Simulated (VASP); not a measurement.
# Cu (Fm-3m) in VASP: notebook

Runs on Cu. Level: PBE. Tasks: single point, relaxation of cell and atoms.

Everything below comes from runs of VASP 6.6.1. Logs are shortened: lines on timing, memory, paths and dates and some standing lists are left out, and cuts for length are marked.

**1. The cell of the first run**

Symmetry: Fm-3m, No. 225, cubic system. Conventional cell: a = 3.637 Å, b = 3.637 Å, c = 3.637 Å, α = 90.00°, β = 90.00°, γ = 90.00°. Within 3.4 Å of Cu (site symmetry m-3m) lie 12 Cu at 2.57 Å.

**2. Single point, PBE**

The input, INCAR:

```
ALGO = Normal
EDIFF = 1E-6
ENCUT = 600
GGA = PE
GGA_COMPAT = False
ISIF = 2
ISMEAR = 0
LASPH = True
LCHARG = False
LREAL = False
LWAVE = False
NBANDS = 12
NELM = 120
PREC = Accurate
SIGMA = 0.1
```

The input, KPOINTS:

```
k-points
0
Gamma
  8 8 8
```

The input, POSCAR:

```
Cu
1.0
    0.0000000000      1.8182824271      1.8182824271
    1.8182824271      0.0000000000      1.8182824271
    1.8182824271      1.8182824271      0.0000000000
Cu
1
Direct
    0.0000000000      0.0000000000      0.0000000000
```

Potentials or basis: VASP PAW PBE potentials, release 64 (Cu).

Command:

```sh
$ cat potpaw_PBE.64/Cu/POTCAR > POTCAR
$ mpirun -np 1 vasp_std > vasp.out
```

OUTCAR:

```text
EDIFF = 1E-6
   ENCUT = 600
   GGA = PE
   ISIF = 2
   ISMEAR = 0
   LASPH = True
   LREAL = False
   NELM = 120
   PREC = Accurate

 ion  position               nearest neighbor table
   1  0.000  0.000  0.000-

  LATTYP: Found a face centered cubic cell.
 ALAT       =     3.6365648542

  Lattice vectors:

 A1 = (   0.0000000000,   1.8182824271,   1.8182824271)
 A2 = (   1.8182824271,   0.0000000000,   1.8182824271)
 A3 = (   1.8182824271,   1.8182824271,   0.0000000000)

Analysis of symmetry for initial positions (statically):
=====================================================================
 Subroutine PRICEL returns:
 Original cell was already a primitive cell.

 Routine SETGRP: Setting up the symmetry group for a
 face centered cubic supercell.

 Subroutine GETGRP returns: Found 48 space group operations
 (whereof 48 operations were pure point group operations)
 out of a pool of 48 trial point group operations.

The static configuration has the point symmetry O_h .

Analysis of symmetry for dynamics (positions and initial velocities):
=====================================================================
 Subroutine PRICEL returns:
 Original cell was already a primitive cell.

 Routine SETGRP: Setting up the symmetry group for a
 face centered cubic supercell.

 Subroutine GETGRP returns: Found 48 space group operations
 (whereof 48 operations were pure point group operations)
 out of a pool of 48 trial point group operations.

The dynamic configuration has the point symmetry O_h .

 Subroutine INISYM returns: Found 48 space group operations
 (whereof 48 operations are pure point group operations),
 and found     1 'primitive' translations

----------------------------------------------------------------------------------------

                                     Primitive cell

  volume of cell :      12.0230

  direct lattice vectors                    reciprocal lattice vectors
     0.000000000  1.818282427  1.818282427    -0.274984784  0.274984784  0.274984784
     1.818282427  0.000000000  1.818282427     0.274984784 -0.274984784  0.274984784
     1.818282427  1.818282427  0.000000000     0.274984784  0.274984784 -0.274984784

  length of vectors
     2.571439669  2.571439669  2.571439669     0.476287617  0.476287617  0.476287617

  position of ions in fractional coordinates (direct lattice)
     0.000000000  0.000000000  0.000000000

  ion indices of the primitive-cell ions
   primitive index   ion index
                 1           1

----------------------------------------------------------------------------------------

 KPOINTS: k-points

Automatic generation of k-mesh.
 Grid dimensions read from file:
 generate k-points for:    8    8    8

 Generating k-lattice:

  Cartesian coordinates                     Fractional coordinates (reciprocal lattice)
    -0.034373098  0.034373098  0.034373098     0.125000000  0.000000000  0.000000000
     0.034373098 -0.034373098  0.034373098     0.000000000  0.125000000  0.000000000
     0.034373098  0.034373098 -0.034373098     0.000000000  0.000000000  0.125000000

  Length of vectors
     0.059535952  0.059535952  0.059535952

  Shift w.r.t. Gamma in fractional coordinates (k-lattice)
     0.000000000  0.000000000  0.000000000

 Subroutine IBZKPT returns following result:
 ===========================================

 Found     29 irreducible k-points:

 Following reciprocal coordinates:
            Coordinates               Weight
  0.000000  0.000000  0.000000      1.000000
  0.125000  0.000000  0.000000      8.000000
  0.250000  0.000000  0.000000      8.000000
  0.375000  0.000000  0.000000      8.000000
  0.500000  0.000000  0.000000      4.000000
  0.125000  0.125000  0.000000      6.000000
[... 16 lines left out ...]
  0.500000  0.250000  0.125000     48.000000
 -0.375000  0.250000  0.125000     24.000000
 [... further k-points ...]
   k-points           NKPTS =     29   k-points in BZ     NKDIM =     29   number of bands    NBANDS=     12
   number of dos      NEDOS =    301   number of ions     NIONS =      1
   total plane-waves  NPLWV =  13824
   dimension x,y,z NGX =    24 NGY =   24 NGZ =   24
   dimension x,y,z NGXF=    48 NGYF=   48 NGZF=   48
   ions per type =               1
   NGX,Y,Z   is equivalent  to a cutoff of  15.52, 15.52, 15.52 a.u.
   NGXF,Y,Z  is equivalent  to a cutoff of  31.03, 31.03, 31.03 a.u.
 SYSTEM =  unknown system
   PREC   = accura    normal or accurate (medium, high low for compatibility)
   ISTART =      0    job   : 0-new  1-cont  2-samecut
   ICHARG =      2    charge: 1-file 2-atom 10-const
   ISPIN  =      1    spin polarized calculation?
   LNONCOLLINEAR =      F non collinear calculations
   LSORBIT =      F    spin-orbit coupling
   LASPH  =      T    aspherical Exc in radial PAW
   ENCUT  =  600.0 eV  44.10 Ry    6.64 a.u.   5.14  5.14  5.14*2*pi/ulx,y,z
   NELM   =    120;   NELMIN=  2; NELMDL= -5     # of ELM steps
   EDIFF  = 0.1E-05   stopping-criterion for ELM
   LREAL  =      F    real-space projection
   EDIFFG = 0.1E-04   stopping-criterion for IOM
   NSW    =      0    number of steps for IOM
   IBRION =     -1    ionic relax: 0-MD 1-quasi-New 2-CG
   NFREE  =      0    steps in history (QN), initial steepest desc. (CG)
   ISIF   =      2    stress and relaxation
   ISYM   =      2    0-nonsym 1-usesym 2-fastsym
   POTIM  = 0.5000    time-step for ionic-motion
   TEBEG  =    0.0;   TEEND  =   0.0 temperature during run
   PSTRESS=    0.0 pullay stress
   NELECT =      11.0000    total number of electrons
   NUPDOWN=      -1.0000    fix difference up-down
   EMIN   =  10.00;   EMAX   =-10.00  energy-range for DOS
   EFERMI =   0.00;   METHOD = LEGACY
   ISMEAR =     0;   SIGMA  =   0.10  broadening in eV -4-tet -1-fermi 0-gaus
   EFERMI_NEDOS =   21; number of points for ismear=-14 and -15
   IALGO  =     38    algorithm
   IMIX   =      4    mixing-type and parameters
     AMIX     =   0.40;   BMIX     =  1.00
     AMIX_MAG =   1.60;   BMIX_MAG =  1.00
  volume/ion in A,a.u.               =      12.02        81.14
  Fermi-wavevector in a.u.,A,eV,Ry     =   1.589282  3.003308 34.365844  2.525818
  Thomas-Fermi vector in A             =   2.688156
   LORBIT       =      0    0 simple, 1 ext, 2 COOP (PROOUT), +10 PAW based schemes
   GGA     = PE    functional components
   LHFCALC =     F    Hartree Fock is set to
   AEXX    =    0.0000 exact exchange contribution
   IVDW    =     0    specifies the selected vdW correction
   LEPSILON=     F    determine dielectric tensor
   LRPA    =     F    only Hartree local field effects (RPA)
 non-spin polarized calculation
 Gauss-broadening in eV      SIGMA  =   0.10
  energy-cutoff  :      600.00
  volume of cell :       12.02
 maximum number of plane-waves:       415
 NGX is ok and might be reduce to    24
   NGX = 11   NGY = 11   NGZ = 11

 number of electron      10.9999999 magnetization

 Free energy of the ion-electron system (eV)
  ---------------------------------------------------
  ext. energy  EPLUGINS =         0.00000000
  ---------------------------------------------------
  free energy    TOTEN  =        -3.69878055 eV

  energy without entropy =       -3.69570716  energy(sigma->0) =       -3.69724385

 E-fermi :   7.2913     XC(G=0): -12.6214

 val. band max:        7.2168593360   @ k =   0.5000   0.2500   0.1250
 cond. band min:       7.5053438340   @ k =   0.5000   0.1250   0.0000
 fundamental gap:      0.2884844980
 Fermi energy:         7.2912642346

 k-point     1 :       0.0000    0.0000    0.0000
  band No.  band energies     occupation
      1      -1.8489      2.00000
      2       4.4049      2.00000
      3       4.4049      2.00000
      4       4.4049      2.00000
      5       5.2050      2.00000
      6       5.2050      2.00000
      7      29.8179      0.00000
      8      32.3246      0.00000
      9      32.3246      0.00000
     10      32.3246      0.00000
     11      34.8058      0.00000
     12      34.8058      0.00000

 k-point     2 :       0.1250    0.0000    0.0000
  band No.  band energies     occupation
      1      -1.2928      2.00000
      2       4.2984      2.00000
      3       4.4958      2.00000
      4       4.4958      2.00000
      5       5.1770      2.00000
      6       5.1770      2.00000
      7      25.9817      0.00000
      8      30.4024      0.00000
      9      31.1282      0.00000
     10      31.1282      0.00000
     11      36.7108      0.00000
     12      36.7114      0.00000

 k-point     3 :       0.2500    0.0000    0.0000
  band No.  band energies     occupation
      1       0.2491      2.00000
      2       4.1598      2.00000
      3       4.5567      2.00000
      4       4.5567      2.00000
      5       5.2860      2.00000
      6       5.2860      2.00000
      7      19.6667      0.00000
      8      29.6764      0.00000
      9      29.9165      0.00000
     10      29.9165      0.00000
     11      35.5665      0.00000
     12      35.5665      0.00000

 k-point     4 :       0.3750    0.0000    0.0000
  band No.  band energies     occupation
      1       1.9499      2.00000
      2       4.4400      2.00000
      3       4.4400      2.00000
      4       4.8182      2.00000
      5       5.6004      2.00000
      6       5.6004      2.00000
      7      14.1613      0.00000
      8      28.7300      0.00000
      9      29.3078      0.00000
     10      29.3078      0.00000
     11      33.1176      0.00000
     12      33.1176      0.00000

 k-point     5 :       0.5000    0.0000    0.0000
  band No.  band energies     occupation
      1       2.3970      2.00000
      2       4.3728      2.00000
      3       4.3728      2.00000
      4       5.7585      2.00000
      5       5.7585      2.00000
      6       6.4167      2.00000
      7      11.0405      0.00000
      8      28.3181      0.00000
      9      29.1624      0.00000
     10      29.1624      0.00000
     11      32.1903      0.00000
     12      32.1903      0.00000
[... 228 lines left out ...]
      1       2.5988      2.00000
      2       3.0482      2.00000
      3       5.7405      2.00000
      4       5.8978      2.00000
      5       5.8978      2.00000
      6       8.8790      0.00000
      7      14.3611      0.00000
      8      20.3117      0.00000
      9      20.3117      0.00000
     10      24.7644      0.00000
     11      27.3349      0.00000
     12      49.0991      0.00000

 k-point    22 :       0.3750    0.2500    0.1250
  band No.  band energies     occupation
      1       1.4688      2.00000
      2       3.7850      2.00000
      3       4.3977      2.00000
      4       5.0566      2.00000
      5       5.0968      2.00000
      6       5.8765      2.00000
      7      20.5342      0.00000
      8      21.1886      0.00000
      9      26.4164      0.00000
     10      30.9302      0.00000
     11      32.7635      0.00000
     12      37.4272      0.00000

 k-point    23 :       0.5000    0.2500    0.1250
  band No.  band energies     occupation
      1       2.8409      2.00000
      2       3.8385      2.00000
      3       4.1390      2.00000
      4       4.9382      2.00000
      5       5.5343      2.00000
      6       7.2169      1.70731
      7      15.2648      0.00000
      8      20.6736      0.00000
      9      23.5519      0.00000
     10      30.9956      0.00000
     11      34.5043      0.00000
     12      38.1800      0.00000

 k-point    24 :      -0.3750    0.2500    0.1250
  band No.  band energies     occupation
      1       3.1485      2.00000
      2       3.8312      2.00000
      3       4.3429      2.00000
      4       4.8388      2.00000
      5       5.7047      2.00000
      6       9.4618      0.00000
      7      11.5430      0.00000
      8      21.4043      0.00000
      9      21.7496      0.00000
     10      30.7100      0.00000
     11      34.3737      0.00000
     12      41.7915      0.00000

 [... further k-points ...]

------------------------ aborting loop because EDIFF is reached ----------------------------------------

  FORCE on cell =-STRESS in cart. coord.  units (eV):
  Direction    XX          YY          ZZ          XY          YZ          ZX
  --------------------------------------------------------------------------------------
  -------------------------------------------------------------------------------------
  Total        0.0458578      0.0458578      0.0458578      0.0000000     -0.0000000     -0.0000000
  in kB        6.1109600      6.1109600      6.1109600      0.0000000     -0.0000000     -0.0000000
  external PRESSURE =       6.1109600 kB  Pullay stress =       0.0000000 kB

 VOLUME and BASIS-vectors are now :
 -----------------------------------------------------------------------------
  energy-cutoff  :      600.00
  volume of cell :       12.02
      direct lattice vectors                 reciprocal lattice vectors
     0.000000000  1.818282427  1.818282427    -0.274984784  0.274984784  0.274984784
     1.818282427  0.000000000  1.818282427     0.274984784 -0.274984784  0.274984784
     1.818282427  1.818282427  0.000000000     0.274984784  0.274984784 -0.274984784

 POSITION                                       TOTAL-FORCE (eV/Angst)
 -----------------------------------------------------------------------------------
      0.00000      0.00000      0.00000         0.000000      0.000000     -0.000000
 -----------------------------------------------------------------------------------
    total drift:                               -0.000000      0.000000     -0.000000

  FREE ENERGIE OF THE ION-ELECTRON SYSTEM (eV)
  ---------------------------------------------------
  free  energy   TOTEN  =        -3.6987805465 eV

  energy  without entropy=       -3.6957071631  energy(sigma->0) =       -3.69724385
```

It took 6.4 s on 1 thread of Intel Xeon 8259CL, shared host; peak memory 0.13 GiB.

What came out:

| Property | Result |
| --- | --- |
| Free energy | -3.6988 eV |
| Pressure | 0.6 GPa |
| Band gap on the k mesh | zero (an odd number of electrons rules out a gap without spin polarisation) |

Levels at points of the mesh, in eV from the Fermi level:
```csv
k point,band 2,band 3,band 4,band 5,band 6,band 7,band 8,band 9,band 10,band 11
"(0.00, 0.00, 0.00)",-2.89,-2.89,-2.89,-2.09,-2.09,22.53,25.03,25.03,25.03,27.51
"(0.50, 0.00, 0.00)",-2.92,-2.92,-1.53,-1.53,-0.87,3.75,21.03,21.87,21.87,24.90
"(0.50, 0.50, 0.00)",-4.24,-1.55,-1.39,-1.39,1.59,7.07,13.02,13.02,17.47,20.04
```

Caveat: the k points lie up to 0.37 Å⁻¹ apart, too coarse for converged energies and pressures of a metal.

**3. Single point, PBE**

This run uses another cell than the first one, of 16.92 Å³/atom.

The input, INCAR:

```
SYSTEM = Cu
PREC = Accurate ; ENCUT = 600
EDIFF = 1E-6 ; ISMEAR = 0
SIGMA = 0.1 ; LREAL = .FALSE.
LASPH = .TRUE. ; NELM = 120
ALGO = Normal ; ISIF = 2
LWAVE = .FALSE. ; LCHARG = .TRUE.
GGA = PE ; LELF = .TRUE.
LVHAR = .TRUE. ; NBANDS = 12
GGA_COMPAT = .FALSE.
```

The input, KPOINTS:

```
Automatic mesh
0
G
  8 8 8
  0 0 0
```

The input, POSCAR:

```
Cu
1.0
    0.0000000000      2.0375236776      2.0375236776
    2.0375236776      0.0000000000      2.0375236776
    2.0375236776      2.0375236776      0.0000000000
Cu
1
Direct
    0.0000000000      0.0000000000      0.0000000000
```

Potentials or basis: VASP PAW PBE potentials, release 64 (Cu).

Command:

```sh
$ cat potpaw_PBE.64/Cu/POTCAR > POTCAR
$ mpirun -np 1 vasp_std > vasp.out
```

Wall time 4.5 s (1 thread of Intel Xeon 8259CL, shared host); peak memory 0.13 GiB.

The run converged. Its results:

```yaml
Free_energy: -3.2829 eV
Pressure: -17.8 GPa
Band_gap_on_the_k_mesh: zero (an odd number of electrons rules out a gap without spin polarisation)
```

Levels at points of the mesh, in eV from the Fermi level:
```tsv
k point	band 2	band 3	band 4	band 5	band 6	band 7	band 8	band 9	band 10	band 11
(0.00, 0.00, 0.00)	-2.00	-2.00	-2.00	-1.53	-1.53	19.82	19.96	19.96	19.96	22.57
(0.50, 0.00, 0.00)	-2.01	-2.01	-1.20	-1.20	0.06	2.40	17.20	17.20	18.49	20.59
(0.50, 0.50, 0.00)	-2.79	-1.22	-1.12	-1.12	1.89	5.05	10.71	10.71	14.47	15.37
```

Caveat: the cell stands under tension.

(Part 1 of 2 ends here.)

The gap in the log of VASP goes by the Fermi energy; the results here count the filled bands.